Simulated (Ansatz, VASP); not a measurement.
Two plane-wave programs on P

File INCAR:

```
SYSTEM = P
ALGO     = Normal         ! electronic algorithm
EDIFF    = 1E-7           ! SCF threshold, eV
ENCUT    = 520            ! plane-wave cutoff, eV
GGA      = PE             ! functional
ISIF     = 2              ! what is computed and relaxed
ISMEAR   = 0              ! smearing method
IVDW     = 12             ! dispersion correction
LASPH    = .TRUE.         ! aspherical terms in the spheres
LCHARG   = .FALSE.        ! write CHGCAR
LREAL    = .FALSE.        ! projectors in reciprocal space
LWAVE    = .FALSE.        ! write WAVECAR
NBANDS   = 12             ! bands
NELM     = 60             ! most SCF steps
PREC     = Accurate       ! precision mode
SIGMA    = 0.15           ! smearing width, eV
```

The input KPOINTS:

```
k-points
0
G
  24 24 24
  0 0 0
```

The input POSCAR:

```
P
1.0
    1.8509588438      1.0686515867      2.6853944205
   -1.8509588438      1.0686515867      2.6853944205
    0.0000000000     -2.1373031734      2.6853944205
P
2
Direct
    0.2336660455      0.2336660455      0.2336660455
    0.7663339545      0.7663339545      0.7663339545
```

Input for Ansatz:

```yaml
crystal:
  lattice:
    - [1.8509588438, 1.0686515867, 2.6853944205]
    - [-1.8509588438, 1.0686515867, 2.6853944205]
    - [0.0, -2.1373031734, 2.6853944205]
  atoms:
    - { symbol: P, position: [0.2336660455, 0.2336660455, 0.2336660455] }
    - { symbol: P, position: [0.7663339545, 0.7663339545, 0.7663339545] }
basis:
  ecutwfc: 420
kpoints:
  mp_grid: { grid: [24, 24, 24] }
hamiltonian:
  xc: pbe
  dispersion: d3bj
scf:
  occupations: { method: gaussian, width: 0.15 }
output:
  forces: true
  stress: true
  eigenvalues: true
```

Change from the starting cell: strain +0.080 along x and y, -0.080 along z, atoms carried along.

Alike in both runs: task single point; functional PBE; dispersion D3(BJ); k mesh 24 × 24 × 24; occupations gaussian, width 0.15 eV; no spin polarisation.

|  | VASP | Ansatz |
| --- | --- | --- |
| version | VASP 6.6.1 | Ansatz 0.2.0 |
| potentials or method | VASP PAW PBE potentials, release 64 (P), cutoff 520 eV | scalar-relativistic, plane waves, PAW |
| valence electrons in the cell | 10 | 10 |

|  | VASP | Ansatz | Ansatz less VASP |
| --- | --- | --- | --- |
| gap on the k mesh at the Fermi level (eV) | none | none | - |
| pressure (GPa) | -9.5 | -9.3 | +0.20 |
| traceless stress, the component that is largest in VASP (GPa) | 11.67 | 11.55 | -0.124 |
| rms of the force components (eV/Å) | 0.044 | 0.056 | +0.0119 |

Atom by atom the forces differ by 0.012 eV/Å (rms over components). A gap of «none» marks a metal or a gap that the smearing closes.
